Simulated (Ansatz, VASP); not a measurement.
**One calculation of SnO2, two programs**

```
CELL_PARAMETERS angstrom
4.97401 0.00000 0.00000
0.00000 4.54586 0.00000
0.00000 0.00000 3.20071
ATOMIC_POSITIONS crystal
Sn 0.50000 0.50000 0.50000
Sn 0.00000 0.00000 0.00000
O 0.30586 0.30596 0.00000
O 0.80586 0.19404 0.50000
O 0.19414 0.80596 0.50000
O 0.69414 0.69404 0.00000
```

Change from the starting cell: strain +0.0450 x Voigt [1, -1, 0, 0, 0, 0], atoms carried along.

Alike in both runs: task single point; functional r2SCAN; k mesh 6 × 6 × 8; occupations gaussian, width 0.05 eV; no spin polarisation.

```csv
,VASP,Ansatz
version,VASP 6.6.1,Ansatz 0.2.0
potentials or method,"VASP PAW PBE potentials, release 64 (Sn_d, O), cutoff 520 eV","scalar-relativistic, plane waves, PAW"
valence electrons in the cell,52,52
```

VASP gave:

| Item | Value |
| --- | --- |
| gap on the k mesh at the Fermi level (eV) | 1.75 |
| least direct gap on the mesh (eV) | 1.75 |
| pressure (GPa) | 1.1 |
| traceless stress, the component that is largest in VASP (GPa) | -4.45 |
| rms of the force components (eV/Å) | 0.035 |

Task: Which values does Ansatz return?

Result: gap on the k mesh at the Fermi level (eV): 1.72; least direct gap on the mesh (eV): 1.72; pressure (GPa): 0.0; traceless stress, the component that is largest in VASP (GPa): -4.34; rms of the force components (eV/Å): 0.039.

VASP's potentials were made for PBE, not for r2SCAN. Atom by atom the forces differ by 0.013 eV/Å (rms over components). The functional is the same, so the differences come from potentials, cutoffs and numerics.
